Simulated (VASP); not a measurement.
Here is a VASP 6.6.1 calculation.

File POSCAR:

```
CdTe
1.0
    0.0000000000      3.2678590959      3.2678590959
    3.2678590959      0.0000000000      3.2678590959
    3.2678590959      3.2678590959      0.0000000000
Te Cd
1 1
Direct
    0.7500000000      0.7500000000      0.7500000000
    0.0000000000      0.0000000000      0.0000000000
```

Contents of INCAR.step1:

```
SYSTEM = CdTe
ALGO = Normal
EDIFF = 1E-7
EDIFFG = -0.002
EFERMI = MIDGAP
ENCUT = 720
GGA_COMPAT = .FALSE.
IBRION = 2
ISIF = 3
ISMEAR = 0
KPAR = 2
LASPH = .TRUE.
LCHARG = .FALSE.
LMIXTAU = .TRUE.
LREAL = .FALSE.
LWAVE = .FALSE.
METAGGA = LAK
NELM = 120
NELMIN = 4
NSW = 80
POTIM = 0.5
PREC = Accurate
SIGMA = 0.03
```

INCAR.step4

```
SYSTEM = CdTe
ALGO = Normal
EDIFF = 1E-7
EFERMI = MIDGAP
ENCUT = 720
GGA_COMPAT = .FALSE.
ISIF = 2
ISMEAR = 0
KPAR = 2
LASPH = .TRUE.
LCHARG = .FALSE.
LMIXTAU = .TRUE.
LREAL = .FALSE.
LWAVE = .FALSE.
METAGGA = LAK
NELM = 120
PREC = Accurate
SIGMA = 0.03
```

Contents of KPOINTS:

```
Automatic mesh
0
Gamma
  7 7 7
  0 0 0
```

Potentials or basis: VASP PAW PBE potentials, release 64 (Te, Cd).

Run with:

```console
$ cat potpaw_PBE.64/Te/POTCAR potpaw_PBE.64/Cd/POTCAR > POTCAR
$ cp INCAR.step1 INCAR
$ cp POSCAR.step1 POSCAR
$ mpirun -np 2 vasp_std > vasp.out
$ cp CONTCAR POSCAR
$ mpirun -np 2 vasp_std > vasp.out
$ cp CONTCAR POSCAR
$ mpirun -np 2 vasp_std > vasp.out
$ cp CONTCAR POSCAR
$ cp INCAR.step4 INCAR
$ mpirun -np 2 vasp_std > vasp.out
```

**Question.** What does it give for the relaxed volume?

**Answer.** 37.58 Å³/atom.

**Question.** Predict the relaxed cell.

**Answer.** a = 4.737 Å, b = 4.737 Å, c = 4.737 Å, α = 60.00°, β = 60.00°, γ = 60.00°.

Final structure:
```cif
data_structure
_symmetry_space_group_name_H-M 'P 1'
_symmetry_Int_Tables_number 1
_cell_length_a 4.7368
_cell_length_b 4.7368
_cell_length_c 4.7368
_cell_angle_alpha 60.000
_cell_angle_beta 60.000
_cell_angle_gamma 60.000
_cell_volume 75.15
loop_
_atom_site_label
_atom_site_type_symbol
_atom_site_fract_x
_atom_site_fract_y
_atom_site_fract_z
_atom_site_occupancy
Te1 Te 0.75000 0.75000 0.75000 1
Cd1 Cd 0.00000 0.00000 0.00000 1
```

Caveat: the PAW data sets were made with another functional, which shifts forces and pressure a little; spin-orbit coupling is left out, which moves the levels of the heavy elements. Zero-point motion and thermal expansion aren't in these numbers.
